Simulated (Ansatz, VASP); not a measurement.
# RuS2 in VASP and in Ansatz

INCAR

```
ALGO = Normal
EDIFF = 1E-6
EDIFFG = -0.01
ENCUT = 600
GGA = PE
IBRION = 2
ISIF = 3
ISMEAR = 0
LASPH = True
LCHARG = False
LREAL = False
LWAVE = False
NELM = 80
NSW = 100
PREC = Accurate
SIGMA = 0.1
```

Contents of KPOINTS:

```
k-points
0
Gamma
  12 12 4
```

POSCAR

```
RuS2
1.0
    3.3193934645      0.0000000000      0.0000000000
   -1.6596967322      2.8746790654      0.0000000000
    0.0000000000      0.0000000000     11.9161048387
Ru S
2 4
Direct
    0.3333333333      0.6666666667      0.2500000000
    0.6666666667      0.3333333333      0.7500000000
    0.3333333333      0.6666666667      0.6313132513
    0.6666666667      0.3333333333      0.1313132513
    0.3333333333      0.6666666667      0.8686867487
    0.6666666667      0.3333333333      0.3686867487
```

Input for Ansatz:

```yaml
crystal:
  lattice:
    - [3.3193934645, 0.0, 0.0]
    - [-1.6596967322, 2.8746790654, 0.0]
    - [0.0, 0.0, 11.9161048387]
  atoms:
    - { symbol: Ru, position: [0.3333333333, 0.6666666667, 0.25] }
    - { symbol: Ru, position: [0.6666666667, 0.3333333333, 0.75] }
    - { symbol: S, position: [0.3333333333, 0.6666666667, 0.6313132513] }
    - { symbol: S, position: [0.6666666667, 0.3333333333, 0.1313132513] }
    - { symbol: S, position: [0.3333333333, 0.6666666667, 0.8686867487] }
    - { symbol: S, position: [0.6666666667, 0.3333333333, 0.3686867487] }
basis:
  ecutwfc: 420
kpoints:
  mp_grid: { grid: [12, 12, 4] }
hamiltonian:
  xc: pbe
scf:
  occupations: { method: gaussian, width: 0.1 }
output:
  forces: true
  stress: true
  eigenvalues: true
relax:
  adjacent_minimum: "off"
  f_tol: 0.01
  max_steps: 80
  cell: { stress_tol: 0.05 }
```

Alike in both runs: task relaxation of cell and atoms; functional PBE; k mesh 12 × 12 × 4; occupations gaussian, width 0.1 eV; no spin polarisation.

|  | VASP | Ansatz |
| --- | --- | --- |
| version | VASP 6.6.1 | Ansatz 0.2.0 |
| potentials or method | VASP PAW PBE potentials, release 64 (Ru_pv, S), cutoff 600 eV | scalar-relativistic, plane waves, PAW |
| valence electrons in the cell | 52 | 56 |

|  | VASP | Ansatz | Ansatz less VASP |
| --- | --- | --- | --- |
| gap on the k mesh at the Fermi level, each at its own relaxed structure (eV) | none | none | - |
| relaxed volume (Å³/atom) | 19.37 | 19.49 | +0.117 |
| relaxed length of the cell vector where the two differ most in proportion (Å) | 12.144 | 12.199 | +0.0545 |

A gap of «none» marks a metal or a gap that the smearing closes. VASP's potentials hold 52 valence electrons a cell and Ansatz's 56, so a difference there can come from the potentials and not from the codes.
